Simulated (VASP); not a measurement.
SiC:

```
CELL_PARAMETERS angstrom
1.53890 -2.66750 0.00000
1.53890 2.66750 0.00000
0.00000 0.00000 15.12190
ATOMIC_POSITIONS crystal
Si 0.16730 0.83270 0.85800
Si 0.83270 0.16730 0.35800
Si 0.50070 0.49930 0.52410
Si 0.49930 0.50070 0.02410
Si 0.83570 0.16430 0.69124
Si 0.16430 0.83570 0.19124
C 0.49600 0.50400 0.65030
C 0.50400 0.49600 0.15030
C 0.16000 0.84000 0.98170
C 0.84000 0.16000 0.48170
C 0.82900 0.17100 0.81680
C 0.17100 0.82900 0.31680
```

```yaml
Program: VASP 6.6.1
Task: relaxation of cell and atoms
Functional: LDA
Potentials_or_basis: VASP PAW LDA potentials, release 64 (Si, C)
Cutoff: 600 eV
k_mesh: 8 × 8 × 2
Occupations: gaussian, width 0.01 eV
Spin: no spin polarisation
```

At the start: pressure -4.1 GPa; volume 10.35 Å³/atom.

Q: Where does the relaxation end?

A: Over 22 steps the energy falls by 8.2 meV/atom and the volume is 10.15 Å³/atom (-1.9 %); space group P6_3mc (No. 186, to 0.05 Å).

The path:
```tsv
step	energy change (eV)	largest force (eV/Å)	pressure (GPa)	volume (Å³)
1	0.0000	0.7132	-4.08	124.15
2	-0.0036	0.7830	4.74	119.48
3	-0.0922	0.1506	0.13	121.72
4	-0.0922	0.1548	0.22	121.68
5	-0.0966	0.0654	0.11	121.73
6	-0.0966	0.0649	0.11	121.73
7	-0.0969	0.0465	-0.11	121.85
8	-0.0970	0.0342	-0.05	121.82
9	-0.0972	0.0365	-0.03	121.81
10	-0.0975	0.0461	0.01	121.79
11	-0.0977	0.0220	0.01	121.78
12	-0.0978	0.0257	0.02	121.78
13	-0.0978	0.0291	0.02	121.78
14	-0.0978	0.0234	0.00	121.79
15	-0.0979	0.0194	-0.02	121.80
16	-0.0979	0.0176	0.00	121.79
17	-0.0980	0.0243	0.01	121.78
18	-0.0980	0.0121	0.01	121.79
19	-0.0981	0.0091	0.01	121.79
20	-0.0981	0.0030	-0.01	121.79
21	-0.0981	0.0029	-0.01	121.79
22	-0.0981	0.0018	0.00	121.79
```

Final structure:
```
Si C
1.0
     1.53015   -2.65034    0.00000
     1.53015    2.65034    0.00000
     0.00000    0.00000   15.01543
Si C
6 6
Direct
  0.16662 0.83338 0.85770
  0.83338 0.16662 0.35770
  0.50006 0.49994 0.52448
  0.49994 0.50006 0.02448
  0.83331 0.16669 0.69121
  0.16669 0.83331 0.19121
  0.49998 0.50002 0.64984
  0.50002 0.49998 0.14984
  0.16660 0.83340 0.98270
  0.83340 0.16660 0.48270
  0.83330 0.16670 0.81621
  0.16670 0.83330 0.31621
```
